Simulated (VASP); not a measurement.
# SnSe2 (P-3m1) in VASP: a series of runs, part 2 of 2

VASP 6.6.1. Earlier steps stand in the parts before.

### 3 Relaxation of cell and atoms, PBE

This run uses another cell than the first one, of 25.73 Å³/atom, 0.849 times its volume.

INCAR reads:

```
PREC = Accurate
ENCUT = 600
EDIFF = 1E-7
ISMEAR = 0
SIGMA = 0.01
LREAL = F
LASPH = T
NELM = 80
ALGO = Normal
ISIF = 3
LWAVE = F
LCHARG = F
GGA = PE
IBRION = 2
NSW = 80
EDIFFG = -0.01
```

KPOINTS reads:

```
Automatic mesh
0
Gamma
  12 12 6
```

POSCAR reads:

```
SnSe2
1.0
    3.8110000000      0.0000000000      0.0000000000
   -1.9055000000      3.3004228100      0.0000000000
    0.0000000000      0.0000000000      6.1360000000
Sn Se
1 2
Direct
    0.0000000000      0.0000000000      0.0000000000
    0.3333333333      0.6666666667      0.2490000000
    0.6666666667      0.3333333333      0.7510000000
```

Potentials or basis: VASP PAW PBE potentials, release 64 (Sn_d, Se).

Run with:

```bash
$ cat potpaw_PBE.64/Sn_d/POTCAR potpaw_PBE.64/Se/POTCAR > POTCAR
$ mpirun -np 1 vasp_std > vasp.out
```

OUTCAR:

```text
PREC = Accurate
   ENCUT = 600
   EDIFF = 1E-7
   ISMEAR = 0
   LREAL = F
   LASPH = T
   NELM = 80
   ISIF = 3
   GGA = PE
   IBRION = 2
   NSW = 80
   EDIFFG = -0.01

 ion  position               nearest neighbor table
   1  0.000  0.000  0.000-   2 2.68   3 2.68   3 2.68   2 2.68   3 2.68   2 2.68
   2  0.333  0.667  0.249-   1 2.68   1 2.68   1 2.68
   3  0.667  0.333  0.751-   1 2.68   1 2.68   1 2.68

  LATTYP: Found a hexagonal cell.
 ALAT       =     3.8110000000
 C/A-ratio  =     1.6100760955

  Lattice vectors:

 A1 = (   3.8110000000,   0.0000000000,   0.0000000000)
 A2 = (  -1.9055000000,   3.3004228100,   0.0000000000)
 A3 = (   0.0000000000,   0.0000000000,   6.1360000000)

Analysis of symmetry for initial positions (statically):
=====================================================================
 Subroutine PRICEL returns:
 Original cell was already a primitive cell.

 Routine SETGRP: Setting up the symmetry group for a
 hexagonal supercell.

 Subroutine GETGRP returns: Found 12 space group operations
 (whereof 12 operations were pure point group operations)
 out of a pool of 24 trial point group operations.

The static configuration has the point symmetry D_3d.

Analysis of symmetry for dynamics (positions and initial velocities):
=====================================================================
 Subroutine PRICEL returns:
 Original cell was already a primitive cell.

 Routine SETGRP: Setting up the symmetry group for a
 hexagonal supercell.

 Subroutine GETGRP returns: Found 12 space group operations
 (whereof 12 operations were pure point group operations)
 out of a pool of 24 trial point group operations.

The dynamic configuration has the point symmetry D_3d.

 Subroutine INISYM returns: Found 12 space group operations
 (whereof 12 operations are pure point group operations),
 and found     1 'primitive' translations

----------------------------------------------------------------------------------------

                                     Primitive cell

  volume of cell :      77.1781

  direct lattice vectors                    reciprocal lattice vectors
     3.811000000  0.000000000  0.000000000     0.262398321  0.151495741  0.000000000
    -1.905500000  3.300422810  0.000000000     0.000000000  0.302991482  0.000000000
     0.000000000  0.000000000  6.136000000     0.000000000  0.000000000  0.162972621

  length of vectors
     3.811000000  3.810999997  6.136000000     0.302991482  0.302991482  0.162972621

  position of ions in fractional coordinates (direct lattice)
     0.000000000  0.000000000  0.000000000
     0.333333333  0.666666667  0.249000000
     0.666666667  0.333333333  0.751000000

  ion indices of the primitive-cell ions
   primitive index   ion index
                 1           1
                 2           2
                 3           3

----------------------------------------------------------------------------------------

 KPOINTS: Automatic mesh

Automatic generation of k-mesh.
 Grid dimensions read from file:
 generate k-points for:   12   12    6

 Generating k-lattice:

  Cartesian coordinates                     Fractional coordinates (reciprocal lattice)
     0.021866527  0.012624645  0.000000000     0.083333333  0.000000000  0.000000000
     0.000000000  0.025249290  0.000000000     0.000000000  0.083333333  0.000000000
     0.000000000  0.000000000  0.027162103     0.000000000  0.000000000  0.166666667

  Length of vectors
     0.025249290  0.025249290  0.027162103

  Shift w.r.t. Gamma in fractional coordinates (k-lattice)
     0.000000000  0.000000000  0.000000000

 Subroutine IBZKPT returns following result:
 ===========================================

 Found    100 irreducible k-points:

 Following reciprocal coordinates:
            Coordinates               Weight
  0.000000  0.000000  0.000000      1.000000
  0.083333 -0.000000  0.000000      6.000000
  0.166667  0.000000  0.000000      6.000000
  0.250000 -0.000000  0.000000      6.000000
  0.333333  0.000000  0.000000      6.000000
  0.416667 -0.000000  0.000000      6.000000
[... 16 lines left out ...]
  0.166667  0.000000  0.166667      6.000000
  0.000000  0.166667  0.166667      6.000000
 [... further k-points ...]
   k-points           NKPTS =    100   k-points in BZ     NKDIM =    100   number of bands    NBANDS=     17
   number of dos      NEDOS =    301   number of ions     NIONS =      3
   total plane-waves  NPLWV =  45000
   dimension x,y,z NGX =    30 NGY =   30 NGZ =   50
   dimension x,y,z NGXF=    60 NGYF=   60 NGZF=  100
   ions per type =               1   2
   NGX,Y,Z   is equivalent  to a cutoff of  13.09, 13.09, 13.55 a.u.
   NGXF,Y,Z  is equivalent  to a cutoff of  26.17, 26.17, 27.09 a.u.
 SYSTEM =  unknown system
   PREC   = accura    normal or accurate (medium, high low for compatibility)
   ISTART =      0    job   : 0-new  1-cont  2-samecut
   ICHARG =      2    charge: 1-file 2-atom 10-const
   ISPIN  =      1    spin polarized calculation?
   LNONCOLLINEAR =      F non collinear calculations
   LSORBIT =      F    spin-orbit coupling
   LASPH  =      T    aspherical Exc in radial PAW
   ENCUT  =  600.0 eV  44.10 Ry    6.64 a.u.   7.61  7.61 12.26*2*pi/ulx,y,z
   NELM   =     80;   NELMIN=  2; NELMDL= -5     # of ELM steps
   EDIFF  = 0.1E-06   stopping-criterion for ELM
   LREAL  =      F    real-space projection
   EDIFFG = -.1E-01   stopping-criterion for IOM
   NSW    =     80    number of steps for IOM
   IBRION =      2    ionic relax: 0-MD 1-quasi-New 2-CG
   NFREE  =      1    steps in history (QN), initial steepest desc. (CG)
   ISIF   =      3    stress and relaxation
   ISYM   =      2    0-nonsym 1-usesym 2-fastsym
   POTIM  = 0.5000    time-step for ionic-motion
   TEBEG  =    0.0;   TEEND  =   0.0 temperature during run
   PSTRESS=    0.0 pullay stress
   NELECT =      26.0000    total number of electrons
   NUPDOWN=      -1.0000    fix difference up-down
   EMIN   =  10.00;   EMAX   =-10.00  energy-range for DOS
   EFERMI =   0.00;   METHOD = LEGACY
   ISMEAR =     0;   SIGMA  =   0.01  broadening in eV -4-tet -1-fermi 0-gaus
   EFERMI_NEDOS =   21; number of points for ismear=-14 and -15
   IALGO  =     38    algorithm
   IMIX   =      4    mixing-type and parameters
     AMIX     =   0.40;   BMIX     =  1.00
     AMIX_MAG =   1.60;   BMIX_MAG =  1.00
  volume/ion in A,a.u.               =      25.73       173.61
  Fermi-wavevector in a.u.,A,eV,Ry     =   1.139116  2.152617 17.654722  1.297585
  Thomas-Fermi vector in A             =   2.275820
   LORBIT       =      0    0 simple, 1 ext, 2 COOP (PROOUT), +10 PAW based schemes
   GGA     = PE    functional components
   LHFCALC =     F    Hartree Fock is set to
   AEXX    =    0.0000 exact exchange contribution
   IVDW    =     0    specifies the selected vdW correction
   LEPSILON=     F    determine dielectric tensor
   LRPA    =     F    only Hartree local field effects (RPA)
 conjugate gradient relaxation of ions
 non-spin polarized calculation
 Gauss-broadening in eV      SIGMA  =   0.01
  energy-cutoff  :      600.00
  volume of cell :       77.18
 maximum number of plane-waves:      2604
   NGX = 15   NGY = 15   NGZ = 25

--------------------------------------- Ionic step        1  -------------------------------------------

 number of electron      25.9999991 magnetization

 Free energy of the ion-electron system (eV)
  ---------------------------------------------------
  ext. energy  EPLUGINS =         0.00000000
  ---------------------------------------------------
  free energy    TOTEN  =       -11.74793354 eV

  energy without entropy =      -11.74793354  energy(sigma->0) =      -11.74793354

 E-fermi :   4.2687     XC(G=0):  -9.4546

 val. band max:        4.2101729692   @ k =   0.0833   0.0833   0.0000
 cond. band min:       4.9293751512   @ k =   0.0000   0.4167   0.3333
 fundamental gap:      0.7192021820
 Fermi energy:         4.2686574955

 k-point     1 :       0.0000    0.0000    0.0000
  band No.  band energies     occupation
      1     -17.0959      2.00000
      2     -17.0959      2.00000
      3     -17.0568      2.00000
      4     -17.0418      2.00000
      5     -17.0418      2.00000
      6      -9.8295      2.00000
[... 575 lines left out ...]
  FREE ENERGIE OF THE ION-ELECTRON SYSTEM (eV)
  ---------------------------------------------------
  free  energy   TOTEN  =       -11.8568085330 eV

  energy  without entropy=      -11.8568085330  energy(sigma->0) =      -11.85680853

[... ionic steps 4 to 17 ...]

--------------------------------------- Ionic step       18  -------------------------------------------

 number of electron      25.9999998 magnetization

------------------------ aborting loop because EDIFF is reached ----------------------------------------
[... 69 lines left out ...]
--------------------------------------- Ionic step       20  -------------------------------------------

 number of electron      25.9999998 magnetization

 Free energy of the ion-electron system (eV)
  ---------------------------------------------------
  ext. energy  EPLUGINS =         0.00000000
  ---------------------------------------------------
  free energy    TOTEN  =       -11.87302185 eV

  energy without entropy =      -11.87302185  energy(sigma->0) =      -11.87302185

 E-fermi :   2.7694     XC(G=0):  -8.6871

 val. band max:        2.6841385447   @ k =   0.1667   0.0000   0.1667
 cond. band min:       3.3653407955   @ k =   0.5000  -0.0000   0.5000
 fundamental gap:      0.6812022508
 Fermi energy:         2.7694254315

 k-point     1 :       0.0000    0.0000    0.0000
  band No.  band energies     occupation
      1     -18.4413      2.00000
      2     -18.4413      2.00000
      3     -18.4090      2.00000
      4     -18.4000      2.00000
      5     -18.4000      2.00000
      6     -10.6764      2.00000
[... 501 lines left out ...]
  FREE ENERGIE OF THE ION-ELECTRON SYSTEM (eV)
  ---------------------------------------------------
  free  energy   TOTEN  =       -11.8730218543 eV

  energy  without entropy=      -11.8730218543  energy(sigma->0) =      -11.87302185

 reached required accuracy - stopping structural energy minimisation
```

OSZICAR:

```text
N       E                     dE             d eps       ncg     rms          rms(c)
DAV:   1     0.208270688382E+03    0.20827E+03   -0.13523E+04  3417   0.192E+03
DAV:   2     0.103649606562E+02   -0.19791E+03   -0.19402E+03  3714   0.418E+02
DAV:   3    -0.113034590938E+02   -0.21668E+02   -0.20902E+02  4268   0.125E+02
DAV:   4    -0.120083494348E+02   -0.70489E+00   -0.70382E+00  4198   0.233E+01
[... 206 lines left out ...]
DAV:   2    -0.118730329428E+02    0.23527E-04   -0.19749E-04  4487   0.136E-01    0.193E-02
DAV:   3    -0.118730232700E+02    0.96728E-05   -0.23266E-05  4202   0.674E-02    0.718E-03
DAV:   4    -0.118730221362E+02    0.11338E-05   -0.25452E-06  5327   0.193E-02    0.274E-03
DAV:   5    -0.118730218774E+02    0.25885E-06   -0.27058E-07  2900   0.537E-03    0.702E-04
DAV:   6    -0.118730218543E+02    0.23013E-07   -0.66226E-08  1779   0.297E-03
  20 F= -.11873022E+02 E0= -.11873022E+02  d E =-.221691E-04
```

CONTCAR:

```text
SnSe2
   1.00000000000000
     3.8740728166310627   -0.0000000000000002   -0.0000000000000000
    -1.9370364083155314    3.3550454713050599   -0.0000000000000001
    -0.0000000000000000    0.0000000000000005    6.8748240987157141
  Sn              Se
     1     2
Direct
     0.0000000000000000    1.0000000000000000    0.0000000000000000
     0.3333333332999970    0.6666666667000030    0.2320752246854412
     0.6666666667000030    0.3333333332999970    0.7679247753145584

  0.00000000E+00  0.00000000E+00  0.00000000E+00
  0.00000000E+00  0.00000000E+00  0.00000000E+00
  0.00000000E+00  0.00000000E+00  0.00000000E+00
```

Wall time 29 min (1 thread of Intel Xeon 6975P-C, shared host); peak memory 0.34 GiB.

What came out:

| Quantity | Value |
| --- | --- |
| Free energy | -11.8730 eV |
| Relaxed volume | 29.79 Å³/atom |
| Relaxed cell | a = 3.874 Å, b = 3.874 Å, c = 6.875 Å, α = 90.00°, β = 90.00°, γ = 120.00° |
| Space group after relaxing (to 0.05 Å) | P-3m1 (No. 164) |
| Energy gained by relaxing | 41.7 meV/atom |
| Ionic steps | 20 |
| Pressure after relaxing | 0.0 GPa |
| Largest force after relaxing | 0.003 eV/Å |
| Band gap on the k mesh | 0.68 eV, indirect (least direct gap 1.08 eV) |

Forces in eV/Å, atoms in the order of the input:
```
Sn   0.000  0.000  0.000
Se   0.000  0.000 -0.003
Se   0.000  0.000  0.003
```

The path:
| step | energy change (eV) | largest force (eV/Å) | pressure (GPa) | volume (Å³) |
| --- | --- | --- | --- | --- |
| 1 | 0.0000 | 0.8061 | 5.63 | 77.18 |
| 2 | -0.0417 | 0.6287 | -3.33 | 87.72 |
| 3 | -0.1089 | 0.0661 | -0.01 | 82.77 |
| 4 | -0.1089 | 0.0511 | 0.08 | 82.65 |
| 5 | -0.1101 | 0.0638 | 0.10 | 82.74 |
| 6 | -0.1123 | 0.1019 | 0.15 | 83.01 |
| 7 | -0.1106 | 0.1794 | 0.29 | 83.50 |
| 8 | -0.1128 | 0.1217 | 0.19 | 83.15 |
| 9 | -0.1137 | 0.1177 | 0.16 | 83.37 |
| 10 | -0.1163 | 0.1056 | 0.08 | 84.05 |
| 11 | -0.1201 | 0.0800 | -0.05 | 85.40 |
| 12 | -0.1236 | 0.0231 | -0.22 | 88.14 |
| 13 | -0.1238 | 0.0114 | -0.25 | 88.71 |
| 14 | -0.1243 | 0.0718 | 0.34 | 88.77 |
| 15 | -0.1246 | 0.0415 | 0.12 | 88.75 |
| 16 | -0.1250 | 0.0137 | 0.05 | 89.25 |
| 17 | -0.1250 | 0.0058 | 0.06 | 89.18 |
| 18 | -0.1251 | 0.0203 | -0.06 | 89.42 |
| 19 | -0.1251 | 0.0145 | -0.01 | 89.32 |
| 20 | -0.1251 | 0.0035 | 0.00 | 89.36 |

Final structure:
```
CELL_PARAMETERS angstrom
3.87407 0.00000 0.00000
-1.93704 3.35505 0.00000
0.00000 0.00000 6.87482
ATOMIC_POSITIONS crystal
Sn 0.00000 0.00000 0.00000
Se 0.33333 0.66667 0.23208
Se 0.66667 0.33333 0.76792
```

Caveat: the volume moved by over 15 % at a fixed basis, so the end points are rough; spin-orbit coupling is left out, which moves the levels of the heavy elements; this functional lacks dispersion, which binds the layers, so the pressure and a relaxed spacing across them are unreliable; the volume moved by +16 % from the deposited cell, more than functionals usually miss.
